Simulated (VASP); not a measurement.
# CuAs (P6_3/mmc) in VASP: a series of runs

The runs below take CuAs through single point, with LDA.

Program: VASP 6.6.1. These are calculated values, not measurements. Logs are shortened: lines on timing, memory, paths and dates and some standing lists are left out, and cuts for length are marked.

### Step 1. The cell of the first run

Symmetry: P6_3/mmc, No. 194, hexagonal system. Conventional cell: a = 3.780 Å, b = 3.780 Å, c = 4.729 Å, α = 90.00°, β = 90.00°, γ = 120.00°. Within 3.1 Å of Cu (site symmetry -3m) lie 2 Cu at 2.36 Å and 6 As at 2.48 Å. Within 3.3 Å of As (site symmetry -6m2) lie 6 Cu at 2.48 Å and 6 As at 3.22 Å.

### Step 2. Single point, LDA

Input file INCAR:

```
SYSTEM = CuAs
PREC = Accurate
ENCUT = 520
EDIFF = 1E-6
ISMEAR = 0
SIGMA = 0.15
LREAL = .FALSE.
LASPH = .TRUE.
NELM = 100
ALGO = Normal
ISIF = 2
LWAVE = .FALSE.
LCHARG = .FALSE.
GGA = CA
NBANDS = 24
```

Input file KPOINTS:

```
Automatic mesh
0
G
  12 12 8
  0 0 0
```

Input file POSCAR:

```
CuAs
1.0
    3.7796846230      0.0000000000      0.0000000000
   -1.8898423115      3.2733029018      0.0000000000
    0.0000000000      0.0000000000      4.7285000000
Cu As
2 2
Direct
    0.0000000000      0.0000000000      0.5000000000
    0.0000000000      0.0000000000      0.0000000000
    0.6666666667      0.3333333333      0.7500000000
    0.3333333333      0.6666666667      0.2500000000
```

Potentials or basis: VASP PAW LDA potentials, release 64 (Cu, As).

Started as:

```
cat potpaw_LDA.64/Cu/POTCAR potpaw_LDA.64/As/POTCAR > POTCAR
mpirun -np 1 vasp_std > vasp.out
```

OUTCAR:

```text
SYSTEM = CuAs
   PREC = Accurate
   ENCUT = 520
   EDIFF = 1E-6
   ISMEAR = 0
   LREAL = .FALSE.
   LASPH = .TRUE.
   NELM = 100
   ISIF = 2
   GGA = CA

 ion  position               nearest neighbor table
   1  0.000  0.000  0.500-   2 2.36   2 2.36   4 2.48   3 2.48   4 2.48   3 2.48   3 2.48   4 2.48

   2  0.000  0.000  0.000-   1 2.36   1 2.36   4 2.48   3 2.48   4 2.48   3 2.48   3 2.48   4 2.48

   3  0.667  0.333  0.750-   1 2.48   2 2.48   1 2.48   2 2.48   1 2.48   2 2.48
   4  0.333  0.667  0.250-   1 2.48   2 2.48   1 2.48   2 2.48   1 2.48   2 2.48

  LATTYP: Found a hexagonal cell.
 ALAT       =     3.7796846230
 C/A-ratio  =     1.2510303032

  Lattice vectors:

 A1 = (   3.7796846230,   0.0000000000,   0.0000000000)
 A2 = (  -1.8898423115,   3.2733029018,   0.0000000000)
 A3 = (   0.0000000000,   0.0000000000,   4.7285000000)

Analysis of symmetry for initial positions (statically):
=====================================================================
 Subroutine PRICEL returns:
 Original cell was already a primitive cell.

 Routine SETGRP: Setting up the symmetry group for a
 hexagonal supercell.

 Subroutine GETGRP returns: Found 24 space group operations
 (whereof 12 operations were pure point group operations)
 out of a pool of 24 trial point group operations.

The static configuration has the point symmetry D_3d.
 The point group associated with its full space group is D_6h.

Analysis of symmetry for dynamics (positions and initial velocities):
=====================================================================
 Subroutine PRICEL returns:
 Original cell was already a primitive cell.

 Routine SETGRP: Setting up the symmetry group for a
 hexagonal supercell.

 Subroutine GETGRP returns: Found 24 space group operations
 (whereof 12 operations were pure point group operations)
 out of a pool of 24 trial point group operations.

The dynamic configuration has the point symmetry D_3d.
 The point group associated with its full space group is D_6h.

 Subroutine INISYM returns: Found 24 space group operations
 (whereof 12 operations are pure point group operations),
 and found     1 'primitive' translations

----------------------------------------------------------------------------------------

                                     Primitive cell

  volume of cell :      58.5013

  direct lattice vectors                    reciprocal lattice vectors
     3.779684623  0.000000000  0.000000000     0.264572339  0.152750911  0.000000000
    -1.889842312  3.273302902  0.000000000     0.000000000  0.305501822  0.000000000
     0.000000000  0.000000000  4.728500000     0.000000000  0.000000000  0.211483557

  length of vectors
     3.779684623  3.779684623  4.728500000     0.305501822  0.305501822  0.211483557

  position of ions in fractional coordinates (direct lattice)
     0.000000000  0.000000000  0.500000000
     0.000000000  0.000000000  0.000000000
     0.666666667  0.333333333  0.750000000
     0.333333333  0.666666667  0.250000000

  ion indices of the primitive-cell ions
   primitive index   ion index
                 1           1
                 2           2
                 3           3
                 4           4

----------------------------------------------------------------------------------------

 KPOINTS: Automatic mesh

Automatic generation of k-mesh.
 Grid dimensions read from file:
 generate k-points for:   12   12    8

 Generating k-lattice:

  Cartesian coordinates                     Fractional coordinates (reciprocal lattice)
     0.022047695  0.012729243  0.000000000     0.083333333  0.000000000  0.000000000
     0.000000000  0.025458485  0.000000000     0.000000000  0.083333333  0.000000000
     0.000000000  0.000000000  0.026435445     0.000000000  0.000000000  0.125000000

  Length of vectors
     0.025458485  0.025458485  0.026435445

  Shift w.r.t. Gamma in fractional coordinates (k-lattice)
     0.000000000  0.000000000  0.000000000

 Subroutine IBZKPT returns following result:
 ===========================================

 Found     95 irreducible k-points:

 Following reciprocal coordinates:
            Coordinates               Weight
  0.000000  0.000000  0.000000      1.000000
  0.083333 -0.000000  0.000000      6.000000
  0.166667  0.000000  0.000000      6.000000
  0.250000  0.000000  0.000000      6.000000
  0.333333  0.000000  0.000000      6.000000
  0.416667  0.000000  0.000000      6.000000
[... 16 lines left out ...]
  0.250000  0.000000  0.125000     12.000000
  0.333333  0.000000  0.125000     12.000000
 [... further k-points ...]
   k-points           NKPTS =     95   k-points in BZ     NKDIM =     95   number of bands    NBANDS=     24
   number of dos      NEDOS =    301   number of ions     NIONS =      4
   total plane-waves  NPLWV =  28224
   dimension x,y,z NGX =    28 NGY =   28 NGZ =   36
   dimension x,y,z NGXF=    56 NGYF=   56 NGZF=   72
   ions per type =               2   2
   NGX,Y,Z   is equivalent  to a cutoff of  12.32, 12.32, 12.66 a.u.
   NGXF,Y,Z  is equivalent  to a cutoff of  24.63, 24.63, 25.31 a.u.
 SYSTEM =  CuAs
   PREC   = accura    normal or accurate (medium, high low for compatibility)
   ISTART =      0    job   : 0-new  1-cont  2-samecut
   ICHARG =      2    charge: 1-file 2-atom 10-const
   ISPIN  =      1    spin polarized calculation?
   LNONCOLLINEAR =      F non collinear calculations
   LSORBIT =      F    spin-orbit coupling
   LASPH  =      T    aspherical Exc in radial PAW
   ENCUT  =  520.0 eV  38.22 Ry    6.18 a.u.   7.03  7.03  8.79*2*pi/ulx,y,z
   NELM   =    100;   NELMIN=  2; NELMDL= -5     # of ELM steps
   EDIFF  = 0.1E-05   stopping-criterion for ELM
   LREAL  =      F    real-space projection
   EDIFFG = 0.1E-04   stopping-criterion for IOM
   NSW    =      0    number of steps for IOM
   IBRION =     -1    ionic relax: 0-MD 1-quasi-New 2-CG
   NFREE  =      0    steps in history (QN), initial steepest desc. (CG)
   ISIF   =      2    stress and relaxation
   ISYM   =      2    0-nonsym 1-usesym 2-fastsym
   POTIM  = 0.5000    time-step for ionic-motion
   TEBEG  =    0.0;   TEEND  =   0.0 temperature during run
   PSTRESS=    0.0 pullay stress
   NELECT =      32.0000    total number of electrons
   NUPDOWN=      -1.0000    fix difference up-down
   EMIN   =  10.00;   EMAX   =-10.00  energy-range for DOS
   EFERMI =   0.00;   METHOD = LEGACY
   ISMEAR =     0;   SIGMA  =   0.15  broadening in eV -4-tet -1-fermi 0-gaus
   EFERMI_NEDOS =   21; number of points for ismear=-14 and -15
   IALGO  =     38    algorithm
   IMIX   =      4    mixing-type and parameters
     AMIX     =   0.40;   BMIX     =  1.00
     AMIX_MAG =   1.60;   BMIX_MAG =  1.00
  volume/ion in A,a.u.               =      14.63        98.70
  Fermi-wavevector in a.u.,A,eV,Ry     =   1.338864  2.530086 24.389213  1.792557
  Thomas-Fermi vector in A             =   2.467301
   LORBIT       =      0    0 simple, 1 ext, 2 COOP (PROOUT), +10 PAW based schemes
   GGA     = CA    functional components
   LHFCALC =     F    Hartree Fock is set to
   AEXX    =    0.0000 exact exchange contribution
   IVDW    =     0    specifies the selected vdW correction
   LEPSILON=     F    determine dielectric tensor
   LRPA    =     F    only Hartree local field effects (RPA)
 non-spin polarized calculation
 Gauss-broadening in eV      SIGMA  =   0.15
  energy-cutoff  :      520.00
  volume of cell :       58.50
 maximum number of plane-waves:      1596
   NGX = 15   NGY = 15   NGZ = 17

 number of electron      32.0000031 magnetization

 Free energy of the ion-electron system (eV)
  ---------------------------------------------------
  ext. energy  EPLUGINS =         0.00000000
  ---------------------------------------------------
  free energy    TOTEN  =       -20.08012487 eV

  energy without entropy =      -20.05991687  energy(sigma->0) =      -20.07002087

 E-fermi :   7.6234     XC(G=0): -11.8824

 val. band max:        7.6210908744   @ k =   0.0000   0.0000   0.3750
 cond. band min:       7.6349990095   @ k =   0.2500   0.0833   0.3750
 fundamental gap:      0.0139081350
 Fermi energy:         7.6234385237

 k-point     1 :       0.0000    0.0000    0.0000
  band No.  band energies     occupation
      1      -6.7433      2.00000
      2      -2.3835      2.00000
      3       0.9101      2.00000
      4       2.0960      2.00000
      5       2.0960      2.00000
      6       2.4081      2.00000
[... 16 lines left out ...]
     23      16.6823      0.00000
     24      16.6823      0.00000

 k-point     2 :       0.0833   -0.0000    0.0000
  band No.  band energies     occupation
      1      -6.6580      2.00000
      2      -2.4106      2.00000
      3       1.0047      2.00000
      4       2.1146      2.00000
      5       2.1536      2.00000
      6       2.3884      2.00000
[... 16 lines left out ...]
     23      15.7567      0.00000
     24      16.0599      0.00000

 k-point     3 :       0.1667    0.0000    0.0000
  band No.  band energies     occupation
      1      -6.4052      2.00000
      2      -2.4979      2.00000
      3       1.2839      2.00000
      4       2.1651      2.00000
      5       2.2488      2.00000
      6       2.3606      2.00000
[... 16 lines left out ...]
     23      14.7177      0.00000
     24      15.1692      0.00000

 k-point     4 :       0.2500    0.0000    0.0000
  band No.  band energies     occupation
      1      -5.9963      2.00000
      2      -2.6658      2.00000
      3       1.7301      2.00000
      4       1.8974      2.00000
      5       2.2296      2.00000
      6       2.5496      2.00000
[... 16 lines left out ...]
     23      15.1658      0.00000
     24      15.6478      0.00000

 k-point     5 :       0.3333    0.0000    0.0000
  band No.  band energies     occupation
      1      -5.4558      2.00000
      2      -2.9500      2.00000
      3       1.2268      2.00000
      4       2.2815      2.00000
      5       2.2897      2.00000
      6       2.5711      2.00000
[... 451 lines left out ...]
 k-point    22 :       0.1667    0.0000    0.1250
  band No.  band energies     occupation
      1      -6.3139      2.00000
      2      -2.8037      2.00000
      3       1.4179      2.00000
      4       2.2119      2.00000
      5       2.3646      2.00000
      6       2.5510      2.00000
[... 16 lines left out ...]
     23      14.4746      0.00000
     24      15.7129      0.00000

 k-point    23 :       0.2500    0.0000    0.1250
  band No.  band energies     occupation
      1      -5.9094      2.00000
      2      -2.8684      2.00000
      3       1.4927      2.00000
      4       2.0768      2.00000
      5       2.2723      2.00000
      6       2.7540      2.00000
[... 16 lines left out ...]
     23      15.7109      0.00000
     24      16.0365      0.00000

 k-point    24 :       0.3333    0.0000    0.1250
  band No.  band energies     occupation
      1      -5.3766      2.00000
      2      -3.0508      2.00000
      3       1.1333      2.00000
      4       2.0522      2.00000
      5       2.3197      2.00000
      6       2.6720      2.00000
[... 16 lines left out ...]
     23      16.2998      0.00000
     24      17.0833      0.00000

 [... further k-points ...]
[... 5 lines left out ...]
  --------------------------------------------------------------------------------------
  -------------------------------------------------------------------------------------
  Total        1.0917992      1.0917992      2.6008827      0.0000000     -0.0000000      0.0000000
  in kB       29.9011709     29.9011709     71.2305326      0.0000000     -0.0000000      0.0000000
  external PRESSURE =      43.6776248 kB  Pullay stress =       0.0000000 kB

 VOLUME and BASIS-vectors are now :
 -----------------------------------------------------------------------------
  energy-cutoff  :      520.00
  volume of cell :       58.50
      direct lattice vectors                 reciprocal lattice vectors
     3.779684623  0.000000000  0.000000000     0.264572339  0.152750911  0.000000000
    -1.889842312  3.273302902  0.000000000     0.000000000  0.305501822  0.000000000
     0.000000000  0.000000000  4.728500000     0.000000000  0.000000000  0.211483557

 POSITION                                       TOTAL-FORCE (eV/Angst)
 -----------------------------------------------------------------------------------
      0.00000      0.00000      2.36425        -0.000000      0.000000      0.000000
      0.00000      0.00000      0.00000        -0.000000      0.000000      0.000000
      1.88984      1.09110      3.54638        -0.000000      0.000000      0.000000
     -0.00000      2.18220      1.18213         0.000000      0.000000     -0.000000
 -----------------------------------------------------------------------------------
    total drift:                               -0.000000      0.000000      0.000000

  FREE ENERGIE OF THE ION-ELECTRON SYSTEM (eV)
  ---------------------------------------------------
  free  energy   TOTEN  =       -20.0801248683 eV

  energy  without entropy=      -20.0599168685  energy(sigma->0) =      -20.07002087
```

Run time: 51 s. Hardware: 1 thread of Intel Xeon 6975P-C (Granite Rapids), shared host; peak memory 0.24 GiB.

Results:

```
Free energy            : -20.0801 eV
Pressure               : 4.4 GPa
Band gap on the k mesh : zero (band 16 reaches 8.79 eV, above the bottom of band 17 at 6.84 eV)
```

Stress tensor (GPa, compression positive):
```
2.99 0.00 0.00
0.00 2.99 0.00
0.00 0.00 7.12
```

Levels at points of the mesh, in eV from the Fermi level:
```csv
k point,band 13,band 14,band 15,band 16,band 17,band 18,band 19,band 20
"(0.00, 0.00, 0.00)",-1.58,-0.42,-0.42,1.17,1.17,2.37,2.95,3.78
"(0.50, 0.00, 0.00)",-3.26,-3.15,-3.11,-2.40,0.20,2.77,3.18,4.98
"(0.00, 0.00, 0.50)",-1.09,-1.09,0.91,0.91,0.91,0.91,4.61,4.61
"(0.50, 0.00, 0.50)",-3.54,-3.54,-0.85,-0.85,0.40,0.40,5.06,5.06
```

### Step 3. Single point, LDA

This run uses another cell than the first one, of 14.75 Å³/atom, 1.008 times its volume.

Input file INCAR:

```
PREC = Accurate ; ENCUT = 520
EDIFF = 1E-7 ; ISMEAR = 0
SIGMA = 0.15 ; LREAL = F
LASPH = T ; NELM = 60
ALGO = Normal ; ISIF = 2
LWAVE = F ; LCHARG = F
GGA = CA ; NBANDS = 24
```

Input file KPOINTS:

```
regular mesh
0
Gamma
  12 12 8
```

Input file POSCAR:

```
CuAs
1.0
    3.6033000000      0.0000000000      0.0000000000
   -1.8016500000      3.1205493375      0.0000000000
    0.0000000000      0.0000000000      5.2467000000
Cu As
2 2
Direct
    0.0000000000      0.0000000000      0.5000000000
    0.0000000000      0.0000000000      0.0000000000
    0.6666666667      0.3333333333      0.7500000000
    0.3333333333      0.6666666667      0.2500000000
```

Potentials or basis: VASP PAW LDA potentials, release 64 (Cu, As).

Started as:

```
cat potpaw_LDA.64/Cu/POTCAR potpaw_LDA.64/As/POTCAR > POTCAR
mpirun -np 1 vasp_std > vasp.out
```

Wall time 61 s (1 thread of Intel Xeon 6975P-C (Granite Rapids), shared host); peak memory 0.23 GiB.

Results (log left out):

```yaml
Free_energy: -19.9103 eV
Pressure: 3.6 GPa
Band_gap_on_the_k_mesh: zero (band 16 reaches 9.41 eV, above the bottom of band 17 at 6.58 eV)
```

Stress tensor (GPa, compression positive):
```
 7.38  0.00  0.00
 0.00  7.38  0.00
 0.00  0.00 -3.82
```

Levels at points of the mesh, in eV from the Fermi level:
| k point | band 14 | band 15 | band 16 | band 17 | band 18 | band 19 |
| --- | --- | --- | --- | --- | --- | --- |
| (0.00, 0.00, 0.00) | 0.35 | 0.35 | 1.92 | 1.92 | 2.32 | 3.60 |
| (0.50, 0.00, 0.00) | -3.26 | -2.77 | -2.16 | -0.30 | 2.59 | 3.70 |
| (0.00, 0.00, 0.50) | -1.61 | 1.42 | 1.42 | 1.42 | 1.42 | 5.16 |
| (0.50, 0.00, 0.50) | -3.43 | -0.49 | -0.49 | 0.56 | 0.56 | 4.04 |

(Part 1 of 2 ends here.)
